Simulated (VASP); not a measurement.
## BN: single point with PBE

Crystal: BN.

```
B N
1.0
     2.45178    0.00000    0.00000
    -1.22589    2.12331    0.00000
     0.00000    0.00000    4.22685
B N
2 2
Direct
  0.66667 0.33333 0.99972
  0.33333 0.66667 0.49972
  0.66667 0.33333 0.62528
  0.33333 0.66667 0.12528
```

This cell differs from its parent crystal: strain -0.040 along x and y, +0.000 along z.

```json
{
  "Program": "VASP 6.6.1",
  "Task": "single point",
  "Functional": "PBE",
  "Potentials or basis": "VASP PAW PBE potentials, release 64 (B, N)",
  "Cutoff": "520 eV",
  "k mesh": "12 × 12 × 6",
  "Occupations": "gaussian, width 0.05 eV",
  "Spin": "no spin polarisation"
}
```

- Pressure: 36.5 GPa
- Largest force: 0.186 eV/Å
- Band gap on the k mesh: 4.89 eV, indirect (least direct gap 7.60 eV)

Forces on the atoms (eV/Å):
```
B    0.000  0.000 -0.186
B    0.000  0.000 -0.186
N    0.000  0.000  0.186
N    0.000  0.000  0.186
```

Stress tensor (GPa, compression positive):
```
52.17  0.00  0.00
 0.00 52.17  0.00
 0.00  0.00  5.12
```

Levels at points of the mesh, in eV from the valence-band top:
| k point | band 6 | band 7 | band 8 | band 9 | band 10 | band 11 |
| --- | --- | --- | --- | --- | --- | --- |
| (0.00, 0.00, 0.00) | -0.53 | 0.00 | 0.00 | 7.60 | 9.05 | 9.05 |
| (0.50, 0.00, 0.00) | -5.14 | -4.74 | -2.45 | 7.36 | 7.83 | 11.25 |
| (0.00, 0.00, 0.50) | -1.08 | -1.08 | -1.08 | 10.57 | 10.57 | 10.57 |
| (0.50, 0.00, 0.50) | -4.06 | -3.98 | -3.98 | 6.62 | 6.62 | 10.35 |

Run time: 14 s on 1 thread of Intel Xeon 6975P-C (shared host), peak memory 0.14 GiB.

Caveat: the cell differs from its parent crystal (strain -0.040 along x and y, +0.000 along z). A k mesh can miss the band edges.
